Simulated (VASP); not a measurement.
# PtSe2 in VASP: single point with PBEsol

Aim: the single point of PtSe2 with PBEsol.

All numbers are computed with VASP 6.6.1; they aren't measurements. Logs are shortened: lines on timing, memory, paths and dates and some standing lists are left out, and cuts for length are marked.

## Step 1: The cell of the first run

The cell holds a slab with vacuum, 12 atoms: a = 3.761 Å, b = 4.863 Å, c = 26.942 Å, α = 90.00°, β = 90.00°, γ = 90.00°.

## Step 2: Single point, PBEsol

File INCAR:

```
PREC = Accurate ; ENCUT = 520
EDIFF = 1E-7 ; ISMEAR = 0
SIGMA = 0.1 ; LREAL = False
LASPH = True ; NELM = 60
ALGO = Fast ; ISIF = 2
LWAVE = False ; LCHARG = False
LDIPOL = True ; IDIPOL = 3
DIPOL = 0.5 0.5 0.500 ; GGA = PS
NBANDS = 56
```

File KPOINTS:

```
Automatic mesh
0
Gamma
  9 7 1
```

File POSCAR:

```
PtSe2
1.0
    3.7607248976      0.0000000000      0.0000000000
    0.0000000000      4.8633103208      0.0000000000
    0.0000000000      0.0000000000     26.9419054258
Se Pt
8 4
Direct
    0.0000000000      0.2606754617      0.2783767474
    0.0000000000      0.7393245383      0.3589670210
    0.5000000000      0.2606754617      0.3992621579
    0.5000000000      0.7393245383      0.4798524316
    0.0000000000      0.2606754617      0.5201475684
    0.0000000000      0.7393245383      0.6007378421
    0.5000000000      0.2606754617      0.6410329790
    0.5000000000      0.7393245383      0.7216232526
    0.5000000000      0.0000000000      0.3186718842
    0.0000000000      0.0000000000      0.4395572947
    0.5000000000      0.0000000000      0.5604427053
    0.0000000000      0.0000000000      0.6813281158
```

Potentials or basis: VASP PAW PBE potentials, release 64 (Se, Pt).

On the command line:

```
cat potpaw_PBE.64/Se/POTCAR potpaw_PBE.64/Pt/POTCAR > POTCAR
mpirun -np 1 vasp_std > vasp.out
```

OUTCAR:

```text
PREC = Accurate
   ENCUT = 520
   EDIFF = 1E-7
   ISMEAR = 0
   LREAL = False
   LASPH = True
   NELM = 60
   ISIF = 2
   GGA = PS

 ion  position               nearest neighbor table
   1  0.000  0.261  0.278-   9 2.51   9 2.51
   2  0.000  0.739  0.359-   9 2.51   9 2.51  10 2.51
   3  0.500  0.261  0.399-  10 2.51  10 2.51   9 2.51
   4  0.500  0.739  0.480-  11 2.51  10 2.51  10 2.51
   5  0.000  0.261  0.520-  10 2.51  11 2.51  11 2.51
   6  0.000  0.739  0.601-  11 2.51  11 2.51  12 2.51
   7  0.500  0.261  0.641-  12 2.51  12 2.51  11 2.51
   8  0.500  0.739  0.722-  12 2.51  12 2.51
   9  0.500  0.000  0.319-   1 2.51   2 2.51   1 2.51   2 2.51   3 2.51
  10  0.000  0.000  0.440-   3 2.51   3 2.51   5 2.51   2 2.51   4 2.51   4 2.51
  11  0.500  0.000  0.560-   6 2.51   6 2.51   4 2.51   7 2.51   5 2.51   5 2.51
  12  0.000  0.000  0.681-   7 2.51   8 2.51   7 2.51   8 2.51   6 2.51

  LATTYP: Found a simple orthorhombic cell.
 ALAT       =     3.7607248976
 B/A-ratio  =     1.2931842805
 C/A-ratio  =     7.1640192142

  Lattice vectors:

 A1 = (   3.7607248976,   0.0000000000,   0.0000000000)
 A2 = (   0.0000000000,   4.8633103208,   0.0000000000)
 A3 = (   0.0000000000,   0.0000000000,  26.9419054258)

Analysis of symmetry for initial positions (statically):
=====================================================================
 Subroutine PRICEL returns:
 Original cell was already a primitive cell.

 Routine SETGRP: Setting up the symmetry group for a
 simple orthorhombic supercell.

 Subroutine GETGRP returns: Found  4 space group operations
 (whereof  2 operations were pure point group operations)
 out of a pool of  8 trial point group operations.

The static configuration has the point symmetry C_1h.
 The point group associated with its full space group is C_2h.

Analysis of symmetry for dynamics (positions and initial velocities):
=====================================================================
 Subroutine PRICEL returns:
 Original cell was already a primitive cell.

 Routine SETGRP: Setting up the symmetry group for a
 simple orthorhombic supercell.

 Subroutine GETGRP returns: Found  4 space group operations
 (whereof  2 operations were pure point group operations)
 out of a pool of  8 trial point group operations.

The dynamic configuration has the point symmetry C_1h.
 The point group associated with its full space group is C_2h.

 Subroutine INISYM returns: Found  4 space group operations
 (whereof  2 operations are pure point group operations),
[... 131 lines left out ...]
     AMIX_MAG =   1.60;   BMIX_MAG =  1.00
  volume/ion in A,a.u.               =      41.06       277.11
  Fermi-wavevector in a.u.,A,eV,Ry     =   0.921917  1.742170 11.564010  0.849931
  Thomas-Fermi vector in A             =   2.047386
   LORBIT       =      0    0 simple, 1 ext, 2 COOP (PROOUT), +10 PAW based schemes
   GGA     = PS    functional components
   LHFCALC =     F    Hartree Fock is set to
   AEXX    =    0.0000 exact exchange contribution
   IVDW    =     0    specifies the selected vdW correction
   LEPSILON=     F    determine dielectric tensor
   LRPA    =     F    only Hartree local field effects (RPA)
 non-spin polarized calculation
 RMM-DIIS sequential band-by-band and
 Gauss-broadening in eV      SIGMA  =   0.10
  energy-cutoff  :      520.00
  volume of cell :      492.76
 maximum number of plane-waves:     13345
 NGX is ok and might be reduce to    28
   NGX = 13   NGY = 19   NGZ =101

 dipolmoment           0.000000      0.000000      0.000000 electrons x Angstroem

 number of electron      87.9999991 magnetization

 dipolmoment           0.000000      0.000000     -0.000000 electrons x Angstroem

 Free energy of the ion-electron system (eV)
  ---------------------------------------------------
  ext. energy  EPLUGINS =         0.00000000
  ---------------------------------------------------
  free energy    TOTEN  =       -61.24862230 eV

  energy without entropy =      -61.23426223  energy(sigma->0) =      -61.24144227

 E-fermi :   0.1129     XC(G=0):  -5.9150

 val. band max:        0.0812896575   @ k =   0.3333   0.0000   0.0000
 cond. band min:       0.1542976860   @ k =   0.3333   0.2857   0.0000
 fundamental gap:      0.0730080285
 Fermi energy:         0.1129020729

 k-point     1 :       0.0000    0.0000    0.0000
  band No.  band energies     occupation
      1     -15.2506      2.00000
      2     -14.7452      2.00000
      3     -14.0408      2.00000
      4     -13.2800      2.00000
      5     -12.9177      2.00000
      6     -12.5436      2.00000
[... 1169 lines left out ...]
     55       5.1663      0.00000
     56       5.3573      0.00000

------------------------ aborting loop because EDIFF is reached ----------------------------------------

 vacuum level on the upper side and lower side of the slab       (xc-potential included)        -0.060        -0.060

  FORCE on cell =-STRESS in cart. coord.  units (eV):
  Direction    XX          YY          ZZ          XY          YZ          ZX
  --------------------------------------------------------------------------------------
  -------------------------------------------------------------------------------------
  Total       -7.3291956     -4.0040278     -3.6923263      0.0000000      1.8679181      0.0000000
  in kB      -23.8306036    -13.0189456    -12.0054599      0.0000000      6.0734653      0.0000000
  external PRESSURE =     -16.2850030 kB  Pullay stress =       0.0000000 kB

 VOLUME and BASIS-vectors are now :
 -----------------------------------------------------------------------------
  energy-cutoff  :      520.00
  volume of cell :      492.76
      direct lattice vectors                 reciprocal lattice vectors
     3.760724898  0.000000000  0.000000000     0.265906182  0.000000000  0.000000000
     0.000000000  4.863310321  0.000000000     0.000000000  0.205621261  0.000000000
     0.000000000  0.000000000 26.941905426     0.000000000  0.000000000  0.037116900

 POSITION                                       TOTAL-FORCE (eV/Angst)
 -----------------------------------------------------------------------------------
      0.00000      1.26775      7.50000         0.000000     -0.761925      0.713338
      0.00000      3.59556      9.67126         0.000000     -0.061626     -0.705213
      1.88036      1.26775     10.75688         0.000000     -0.199278      0.018452
      1.88036      3.59556     12.92814         0.000000     -0.232655     -0.585080
      0.00000      1.26775     14.01377         0.000000      0.232655      0.585080
      0.00000      3.59556     16.18502         0.000000      0.199278     -0.018452
      1.88036      1.26775     17.27065         0.000000      0.061626      0.705213
      1.88036      3.59556     19.44191         0.000000      0.761925     -0.713338
      1.88036      0.00000      8.58563         0.000000      0.840675      0.142424
      0.00000      0.00000     11.84251         0.000000      0.252033     -0.117113
      1.88036      0.00000     15.09939         0.000000     -0.252033      0.117113
      0.00000      0.00000     18.35628         0.000000     -0.840675     -0.142424
 -----------------------------------------------------------------------------------
    total drift:                                0.000000     -0.000000     -0.000000

  FREE ENERGIE OF THE ION-ELECTRON SYSTEM (eV)
  ---------------------------------------------------
  free  energy   TOTEN  =       -61.2486223043 eV

  energy  without entropy=      -61.2342622309  energy(sigma->0) =      -61.24144227

 vacuum level on the upper side and lower side of the slab         5.611         5.611
```

stdout:

```text
POSCAR found type information on POSCAR SePt
 POSCAR found :  2 types and      12 ions
 scaLAPACK will be used
 -----------------------------------------------------------------------------
|                                                                             |
|                                                                             |
|     You enforced a specific xc type in the INCAR file but a different       |
|     I HOPE YOU KNOW WHAT YOU ARE DOING!                                     |
|                                                                             |
 -----------------------------------------------------------------------------

 LDA part: xc-table for (Slater+PW92), standard interpolation
 POSCAR, INCAR and KPOINTS ok, starting setup
 FFT: planning ... GRIDC
 FFT: planning ... GRID_SOFT
 FFT: planning ... GRID
 WAVECAR not read
 entering main loop
```

It took 18 min on 1 thread of Oxide Virtual Turin-like, shared host; peak memory 0.71 GiB.

Results:

```yaml
Free_energy: -61.2486 eV
Largest_force: 1.044 eV/Å
Band_gap_on_the_k_mesh: zero (bands 44 and 45 overlap by 0.14 eV)
```

Forces on the atoms (eV/Å):
```
Se   0.000 -0.762  0.713
Se   0.000 -0.062 -0.705
Se   0.000 -0.199  0.018
Se   0.000 -0.233 -0.585
Se   0.000  0.233  0.585
Se   0.000  0.199 -0.018
Se   0.000  0.062  0.705
Se   0.000  0.762 -0.713
Pt   0.000  0.841  0.142
Pt   0.000  0.252 -0.117
Pt   0.000 -0.252  0.117
Pt   0.000 -0.841 -0.142
```

Levels at points of the mesh, in eV from the Fermi level:
```
           k point  band 40  band 41  band 42  band 43  band 44  band 45  band 46  band 47  band 48  band 49
(0.00, 0.00, 0.00)    -1.00    -0.82    -0.78    -0.40     0.09     0.42     1.11     1.34     1.62     1.74
```

Caveat: the PAW data sets were made with another functional, which shifts forces and pressure a little; spin-orbit coupling is left out, which moves the levels of the heavy elements.

The gap in the log of VASP goes by the Fermi energy; the results here count the filled bands.